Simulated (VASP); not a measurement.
Input of a VASP 6.6.1 run:

Contents of INCAR:

```
SYSTEM = C
PREC = Accurate ; ENCUT = 520
EDIFF = 1E-6 ; ISMEAR = 0
SIGMA = 0.15 ; LREAL = .FALSE.
LASPH = .TRUE. ; NELM = 80
ALGO = Normal ; ISIF = 2
LWAVE = .FALSE. ; LCHARG = .FALSE.
GGA = PE ; IVDW = 12
NBANDS = 16
```

Contents of KPOINTS:

```
Automatic mesh
0
G
  18 12 10
  0 0 0
```

The input POSCAR:

```
C
1.0
   -2.4646600698      0.0000000000      0.0000000000
    0.0000000000      0.0000000000     -3.5719696368
    0.0000000000     -4.2689164642      0.0000000000
C
4
Direct
    0.5000000000      0.0000000000      0.1722887022
    0.0000000000      0.0000000000      0.6441785246
    0.0000000000      0.0000000000      0.3277112978
    0.5000000000      0.0000000000      0.8558214754
```

Potentials or basis: VASP PAW PBE potentials, release 64 (C).

Launch:

```console
$ cat potpaw_PBE.64/C/POTCAR > POTCAR
$ mpirun -np 1 vasp_std > vasp.out
```

Task: Predict the dispersion energy per atom.

Result: -0.143 eV.

Task: What does it give for the pressure?

Result: 5.4 GPa.

Task: Estimate the band gap on the k mesh.

Result: Zero (bands 8 and 9 overlap by 0.75 eV).

Forces on the atoms (eV/Å):
```
C    0.000  0.520  0.000
C    0.000 -8.364  0.000
C    0.000 -0.520  0.000
C    0.000  8.364  0.000
```

Caveat: the cell differs from its parent crystal (atoms displaced along a vibrational mode); the cell stands under pressure; forces of over 1 eV/Å act on the atoms, so gaps and moduli don't describe the material at rest.
